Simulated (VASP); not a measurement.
Cu: single point with PBEsol

Crystal: Cu.

```xyz
1
Lattice="0.0000 1.7678 1.7678 1.7678 0.0000 1.7678 1.7678 1.7678 0.0000" Properties=species:S:1:pos:R:3 pbc="T T T"
Cu    0.0000    0.0000    0.0000
```

| Property | Result |
| --- | --- |
| Program | VASP 6.6.1 |
| Task | single point |
| Functional | PBEsol |
| Potentials or basis | VASP PAW PBE potentials, release 64 (Cu) |
| Cutoff | 520 eV |
| k mesh | 15 × 15 × 15 |
| Occupations | fermi-dirac, width 0.05 eV |
| Spin | no spin polarisation |

```json
{
  "Pressure": "4.8 GPa"
}
```

Levels at points of the mesh, in eV from the Fermi level:
```tsv
k point	band 3	band 4	band 5	band 6	band 7	band 8	band 9	band 10
(0.00, 0.00, 0.00)	-3.34	-3.34	-2.41	-2.41	23.03	26.17	26.17	26.17
```

Wall time 13 s on 1 thread of Intel(R) Xeon(R) 6975P-C (Granite Rapids) (shared host), peak memory 0.13 GiB.

Caveat: the PAW data sets were made with another functional, which shifts forces and pressure a little.
